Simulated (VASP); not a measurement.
# TiPt3 (Pm-3m) in VASP: further runs

The runs below take TiPt3 through single point, with PBEsol.

Everything below comes from runs of VASP 6.6.1. Logs are shortened: lines on timing, memory, paths and dates and some standing lists are left out, and cuts for length are marked.

## 1. The cell of the first run

It takes space group Pm-3m (No. 221, cubic). Conventional cell: a = 3.878 Å, b = 3.878 Å, c = 3.878 Å, α = 90.00°, β = 90.00°, γ = 90.00°. Within 3.6 Å of Ti (site symmetry m-3m) lie 12 Pt at 2.74 Å. Within 3.6 Å of Pt (site symmetry 4/mmm) lie 4 Ti at 2.74 Å and 8 Pt at 2.74 Å.

## 2. Single point, PBEsol (Os replaced by Pt, lengths x 0.976, strained)

File INCAR:

```
ALGO     = Normal         # electronic algorithm
EDIFF    = 1E-6           # SCF threshold, eV
ENCUT    = 500            # plane-wave cutoff, eV
GGA      = PS             # functional
GGA_COMPAT= False        
ISIF     = 2              # what is computed and relaxed
ISMEAR   = 0              # smearing method
LASPH    = True           # aspherical terms in the spheres
LCHARG   = True           # write CHGCAR
LELF     = True           # ELF
LREAL    = False          # projectors in reciprocal space
LVHAR    = True         
LWAVE    = False          # write WAVECAR
NBANDS   = 29             # bands
NELM     = 120            # most SCF steps
PREC     = Accurate       # precision mode
SIGMA    = 0.1            # smearing width, eV
```

File KPOINTS:

```
k-points
0
Gamma
  12 12 12
```

File POSCAR:

```
TiPt3
1.0
    3.8776034058      0.0000000000      0.0000000000
    0.0000000000      3.8776034058      0.0000000000
    0.0000000000      0.0000000000      3.8776034058
Ti Pt
1 3
Direct
    0.0000000000      0.0000000000      0.0000000000
    0.5000000000      0.5000000000      0.0000000000
    0.5000000000      0.0000000000      0.5000000000
    0.0000000000      0.5000000000      0.5000000000
```

Potentials or basis: VASP PAW PBE potentials, release 64 (Ti_sv, Pt).

On the command line:

```sh
> cat potpaw_PBE.64/Ti_sv/POTCAR potpaw_PBE.64/Pt/POTCAR > POTCAR
> mpirun -np 1 vasp_std > vasp.out
```

OUTCAR:

```text
EDIFF = 1E-6
   ENCUT = 500
   GGA = PS
   ISIF = 2
   ISMEAR = 0
   LASPH = True
   LREAL = False
   NELM = 120
   PREC = Accurate

 ion  position               nearest neighbor table
   1  0.000  0.000  0.000-   2 2.74   3 2.74   4 2.74   3 2.74   4 2.74   2 2.74   4 2.74   4 2.74
                             2 2.74   3 2.74   3 2.74   2 2.74
   2  0.500  0.500  0.000-   1 2.74   3 2.74   4 2.74   3 2.74   4 2.74   1 2.74   3 2.74   3 2.74
                             1 2.74   4 2.74   4 2.74   1 2.74
   3  0.500  0.000  0.500-   1 2.74   2 2.74   4 2.74   1 2.74   2 2.74   2 2.74   4 2.74   2 2.74
                             1 2.74   4 2.74   1 2.74   4 2.74
   4  0.000  0.500  0.500-   1 2.74   2 2.74   3 2.74   1 2.74   2 2.74   1 2.74   3 2.74   1 2.74
                             2 2.74   3 2.74   2 2.74   3 2.74

  LATTYP: Found a simple cubic cell.
 ALAT       =     3.8776034058

  Lattice vectors:

 A1 = (   3.8776034058,   0.0000000000,   0.0000000000)
 A2 = (   0.0000000000,   3.8776034058,   0.0000000000)
 A3 = (   0.0000000000,   0.0000000000,   3.8776034058)

Analysis of symmetry for initial positions (statically):
=====================================================================
 Subroutine PRICEL returns:
 Original cell was already a primitive cell.

 Routine SETGRP: Setting up the symmetry group for a
 simple cubic supercell.

 Subroutine GETGRP returns: Found 48 space group operations
 (whereof 48 operations were pure point group operations)
 out of a pool of 48 trial point group operations.

The static configuration has the point symmetry O_h .

Analysis of symmetry for dynamics (positions and initial velocities):
=====================================================================
 Subroutine PRICEL returns:
 Original cell was already a primitive cell.

 Routine SETGRP: Setting up the symmetry group for a
 simple cubic supercell.

 Subroutine GETGRP returns: Found 48 space group operations
 (whereof 48 operations were pure point group operations)
 out of a pool of 48 trial point group operations.

The dynamic configuration has the point symmetry O_h .

 Subroutine INISYM returns: Found 48 space group operations
 (whereof 48 operations are pure point group operations),
 and found     1 'primitive' translations

----------------------------------------------------------------------------------------

                                     Primitive cell

  volume of cell :      58.3029

  direct lattice vectors                    reciprocal lattice vectors
     3.877603406  0.000000000  0.000000000     0.257891253  0.000000000  0.000000000
     0.000000000  3.877603406  0.000000000     0.000000000  0.257891253  0.000000000
     0.000000000  0.000000000  3.877603406     0.000000000  0.000000000  0.257891253

  length of vectors
     3.877603406  3.877603406  3.877603406     0.257891253  0.257891253  0.257891253

  position of ions in fractional coordinates (direct lattice)
     0.000000000  0.000000000  0.000000000
     0.500000000  0.500000000  0.000000000
     0.500000000  0.000000000  0.500000000
     0.000000000  0.500000000  0.500000000

  ion indices of the primitive-cell ions
   primitive index   ion index
                 1           1
                 2           2
                 3           3
                 4           4

----------------------------------------------------------------------------------------

 KPOINTS: k-points

Automatic generation of k-mesh.
 Grid dimensions read from file:
 generate k-points for:   12   12   12

 Generating k-lattice:

  Cartesian coordinates                     Fractional coordinates (reciprocal lattice)
     0.021490938  0.000000000  0.000000000     0.083333333  0.000000000  0.000000000
     0.000000000  0.021490938  0.000000000     0.000000000  0.083333333  0.000000000
     0.000000000  0.000000000  0.021490938     0.000000000  0.000000000  0.083333333

  Length of vectors
     0.021490938  0.021490938  0.021490938

  Shift w.r.t. Gamma in fractional coordinates (k-lattice)
     0.000000000  0.000000000  0.000000000

 Subroutine IBZKPT returns following result:
 ===========================================

 Found     84 irreducible k-points:

 Following reciprocal coordinates:
            Coordinates               Weight
  0.000000  0.000000  0.000000      1.000000
  0.083333  0.000000  0.000000      6.000000
  0.166667  0.000000  0.000000      6.000000
  0.250000  0.000000  0.000000      6.000000
  0.333333  0.000000  0.000000      6.000000
  0.416667  0.000000  0.000000      6.000000
[... 16 lines left out ...]
  0.333333  0.333333  0.000000     12.000000
  0.416667  0.333333  0.000000     24.000000
 [... further k-points ...]
   k-points           NKPTS =     84   k-points in BZ     NKDIM =     84   number of bands    NBANDS=     29
   number of dos      NEDOS =    301   number of ions     NIONS =      4
   total plane-waves  NPLWV =  21952
   dimension x,y,z NGX =    28 NGY =   28 NGZ =   28
   dimension x,y,z NGXF=    56 NGYF=   56 NGZF=   56
   ions per type =               1   3
   NGX,Y,Z   is equivalent  to a cutoff of  12.00, 12.00, 12.00 a.u.
   NGXF,Y,Z  is equivalent  to a cutoff of  24.01, 24.01, 24.01 a.u.
 SYSTEM =  unknown system
   PREC   = accura    normal or accurate (medium, high low for compatibility)
   ISTART =      0    job   : 0-new  1-cont  2-samecut
   ICHARG =      2    charge: 1-file 2-atom 10-const
   ISPIN  =      1    spin polarized calculation?
   LNONCOLLINEAR =      F non collinear calculations
   LSORBIT =      F    spin-orbit coupling
   LASPH  =      T    aspherical Exc in radial PAW
   ENCUT  =  500.0 eV  36.75 Ry    6.06 a.u.   7.07  7.07  7.07*2*pi/ulx,y,z
   NELM   =    120;   NELMIN=  2; NELMDL= -5     # of ELM steps
   EDIFF  = 0.1E-05   stopping-criterion for ELM
   LREAL  =      F    real-space projection
   EDIFFG = 0.1E-04   stopping-criterion for IOM
   NSW    =      0    number of steps for IOM
   IBRION =     -1    ionic relax: 0-MD 1-quasi-New 2-CG
   NFREE  =      0    steps in history (QN), initial steepest desc. (CG)
   ISIF   =      2    stress and relaxation
   ISYM   =      2    0-nonsym 1-usesym 2-fastsym
   POTIM  = 0.5000    time-step for ionic-motion
   TEBEG  =    0.0;   TEEND  =   0.0 temperature during run
   PSTRESS=    0.0 pullay stress
   NELECT =      42.0000    total number of electrons
   NUPDOWN=      -1.0000    fix difference up-down
   EMIN   =  10.00;   EMAX   =-10.00  energy-range for DOS
   EFERMI =   0.00;   METHOD = LEGACY
   ISMEAR =     0;   SIGMA  =   0.10  broadening in eV -4-tet -1-fermi 0-gaus
   EFERMI_NEDOS =   21; number of points for ismear=-14 and -15
   IALGO  =     38    algorithm
   IMIX   =      4    mixing-type and parameters
     AMIX     =   0.40;   BMIX     =  1.00
     AMIX_MAG =   1.60;   BMIX_MAG =  1.00
  volume/ion in A,a.u.               =      14.58        98.36
  Fermi-wavevector in a.u.,A,eV,Ry     =   1.467556  2.773278 29.303129  2.153719
  Thomas-Fermi vector in A             =   2.583159
   LORBIT       =      0    0 simple, 1 ext, 2 COOP (PROOUT), +10 PAW based schemes
   GGA     = PS    functional components
   LHFCALC =     F    Hartree Fock is set to
   AEXX    =    0.0000 exact exchange contribution
   IVDW    =     0    specifies the selected vdW correction
   LEPSILON=     F    determine dielectric tensor
   LRPA    =     F    only Hartree local field effects (RPA)
 non-spin polarized calculation
 Gauss-broadening in eV      SIGMA  =   0.10
  energy-cutoff  :      500.00
  volume of cell :       58.30
 maximum number of plane-waves:      1498
   NGX = 15   NGY = 15   NGZ = 15

 number of electron      42.0000009 magnetization

 Free energy of the ion-electron system (eV)
  ---------------------------------------------------
  ext. energy  EPLUGINS =         0.00000000
  ---------------------------------------------------
  free energy    TOTEN  =       -32.74862632 eV

  energy without entropy =      -32.74387400  energy(sigma->0) =      -32.74625016

 E-fermi :  11.9588     XC(G=0): -13.5105

 val. band max:       11.9463441117   @ k =   0.4167   0.0833   0.0833
 cond. band min:      11.9760764618   @ k =   0.4167   0.0833   0.0000
 fundamental gap:      0.0297323501
 Fermi energy:        11.9588367379

 k-point     1 :       0.0000    0.0000    0.0000
  band No.  band energies     occupation
      1     -45.9597      2.00000
      2     -22.2851      2.00000
      3     -22.2851      2.00000
      4     -22.2851      2.00000
      5       1.5409      2.00000
      6       4.3629      2.00000
[... 21 lines left out ...]
     28      14.0703      0.00000
     29      20.5246      0.00000

 k-point     2 :       0.0833    0.0000    0.0000
  band No.  band energies     occupation
      1     -45.9596      2.00000
      2     -22.2873      2.00000
      3     -22.2855      2.00000
      4     -22.2855      2.00000
      5       1.6350      2.00000
      6       4.4235      2.00000
[... 21 lines left out ...]
     28      14.6299      0.00000
     29      20.3412      0.00000

 k-point     3 :       0.1667    0.0000    0.0000
  band No.  band energies     occupation
      1     -45.9592      2.00000
      2     -22.2932      2.00000
      3     -22.2864      2.00000
      4     -22.2864      2.00000
      5       1.9120      2.00000
      6       4.5963      2.00000
[... 21 lines left out ...]
     28      15.6560      0.00000
     29      19.9186      0.00000

 k-point     4 :       0.2500    0.0000    0.0000
  band No.  band energies     occupation
      1     -45.9587      2.00000
      2     -22.3011      2.00000
      3     -22.2877      2.00000
      4     -22.2877      2.00000
      5       2.3530      2.00000
      6       4.8452      2.00000
[... 597 lines left out ...]
     28      16.9299      0.00000
     29      21.3144      0.00000

 k-point    23 :       0.3333    0.3333    0.0000
  band No.  band energies     occupation
      1     -45.9573      2.00000
      2     -22.3077      2.00000
      3     -22.3027      2.00000
      4     -22.2926      2.00000
      5       4.0384      2.00000
      6       5.8309      2.00000
[... 21 lines left out ...]
     28      16.8048      0.00000
     29      20.5781      0.00000

 k-point    24 :       0.4167    0.3333    0.0000
  band No.  band energies     occupation
      1     -45.9571      2.00000
      2     -22.3095      2.00000
      3     -22.3038      2.00000
      4     -22.2935      2.00000
      5       4.5405      2.00000
      6       5.6740      2.00000
[... 21 lines left out ...]
     28      16.2886      0.00000
     29      21.6234      0.00000

 [... further k-points ...]

------------------------ aborting loop because EDIFF is reached ----------------------------------------

  FORCE on cell =-STRESS in cart. coord.  units (eV):
  Direction    XX          YY          ZZ          XY          YZ          ZX
  --------------------------------------------------------------------------------------
  -------------------------------------------------------------------------------------
  Total        1.5915585      1.5915585      1.5915585      0.0000000      0.0000000     -0.0000000
  in kB       43.7363986     43.7363986     43.7363986      0.0000000      0.0000000     -0.0000000
  external PRESSURE =      43.7363986 kB  Pullay stress =       0.0000000 kB

 VOLUME and BASIS-vectors are now :
 -----------------------------------------------------------------------------
  energy-cutoff  :      500.00
  volume of cell :       58.30
      direct lattice vectors                 reciprocal lattice vectors
     3.877603406  0.000000000  0.000000000     0.257891253  0.000000000  0.000000000
     0.000000000  3.877603406  0.000000000     0.000000000  0.257891253  0.000000000
     0.000000000  0.000000000  3.877603406     0.000000000  0.000000000  0.257891253

 POSITION                                       TOTAL-FORCE (eV/Angst)
 -----------------------------------------------------------------------------------
      0.00000      0.00000      0.00000         0.000000      0.000000      0.000000
      1.93880      1.93880      0.00000         0.000000      0.000000      0.000000
      1.93880      0.00000      1.93880         0.000000      0.000000      0.000000
      0.00000      1.93880      1.93880         0.000000      0.000000      0.000000
 -----------------------------------------------------------------------------------
    total drift:                               -0.000000      0.000000      0.000000

  FREE ENERGIE OF THE ION-ELECTRON SYSTEM (eV)
  ---------------------------------------------------
  free  energy   TOTEN  =       -32.7486263164 eV

  energy  without entropy=      -32.7438740028  energy(sigma->0) =      -32.74625016
```

It took 1.9 min on 1 thread of Intel Xeon Platinum 8259CL at 2.50GHz (Skylake/Cascade Lake), shared host; peak memory 0.24 GiB.

Results:

| Property | Result |
| --- | --- |
| Free energy | -32.7486 eV |
| Pressure | 4.4 GPa |
| Band gap on the k mesh | zero (bands 21 and 22 overlap by 1.88 eV) |

Levels at points of the mesh, in eV from the Fermi level:
```
           k point  band 18  band 19  band 20  band 21  band 22  band 23  band 24  band 25
(0.00, 0.00, 0.00)     0.08     0.08     0.08     1.45     1.45     1.55     1.55     1.55
(0.50, 0.00, 0.00)    -2.72    -2.66    -1.38    -0.21    -0.21     0.08     0.46     0.80
(0.50, 0.50, 0.00)    -3.18    -2.54    -2.33    -2.30     0.23     0.23     0.37     1.55
(0.50, 0.50, 0.50)    -0.75    -0.75    -0.75    -0.43    -0.43    -0.43     1.26     1.26
```

Caveat: the cell differs from its parent crystal (Os replaced by Pt, lengths x 0.976, strained); the cell stands under pressure; the PAW data sets were made with another functional, which shifts forces and pressure a little; spin-orbit coupling is left out, which moves the levels of the heavy elements.

[end of part 1 of 2]
